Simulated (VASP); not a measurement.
Input of a VASP 6.6.1 run:

The input INCAR:

```
PREC = Accurate
ENCUT = 600
EDIFF = 1E-6
ISMEAR = 0
SIGMA = 0.1
LREAL = F
LASPH = T
NELM = 100
ALGO = Normal
ISIF = 3
LWAVE = F
LCHARG = F
GGA = PS
IBRION = 2
NSW = 70
EDIFFG = -0.005
```

The input KPOINTS:

```
regular mesh
0
Gamma
  10 10 10
```

POSCAR

```
SrTl
1.0
    4.1118858761      0.0000000000      0.0000000000
    0.0000000000      4.1118858761      0.0000000000
    0.0000000000      0.0000000000      4.1118858761
Sr Tl
1 1
Direct
    0.0000000000      0.0000000000      0.0000000000
    0.5000000000      0.5000000000      0.5000000000
```

Potentials or basis: VASP PAW PBE potentials, release 64 (Sr_sv, Tl_d).

Run with:

```bash
$ cat potpaw_PBE.64/Sr_sv/POTCAR potpaw_PBE.64/Tl_d/POTCAR > POTCAR
$ mpirun -np 1 vasp_std > vasp.out
```

(1) Estimate the relaxed cell.

(2) Predict the relaxed volume.

Answers

(1) a = 4.025 Å, b = 4.025 Å, c = 4.025 Å, α = 90.00°, β = 90.00°, γ = 90.00°.

(2) 32.61 Å³/atom.

Caveat: the PAW data sets were made with another functional, which shifts forces and pressure a little.
